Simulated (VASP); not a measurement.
Input of a VASP 6.6.1 run:

The input INCAR:

```
SYSTEM = K
PREC = Accurate
ENCUT = 520
EDIFF = 1E-7
ISMEAR = 0
SIGMA = 0.15
LREAL = .False.
LASPH = .True.
NELM = 80
ALGO = Fast
ISIF = 2
LWAVE = .False.
LCHARG = .False.
GGA = PE
NBANDS = 10
```

The input KPOINTS:

```
regular mesh
0
Gamma
  14 14 14
  0 0 0
```

Contents of POSCAR:

```
K
1.0
   -3.2182874811      2.6509298097      2.6509298097
    2.6509298097     -3.2182874811      2.6509298097
    2.6509298097      2.6509298097     -3.2182874811
K
1
Direct
    0.0000000000      0.0000000000      0.0000000000
```

Potentials or basis: VASP PAW PBE potentials, release 64 (K_sv).

Command:

```console
$ cat potpaw_PBE.64/K_sv/POTCAR > POTCAR
$ mpirun -np 1 vasp_std > vasp.out
```

(1) Estimate the pressure.

Results:

(1) 0.3 GPa.
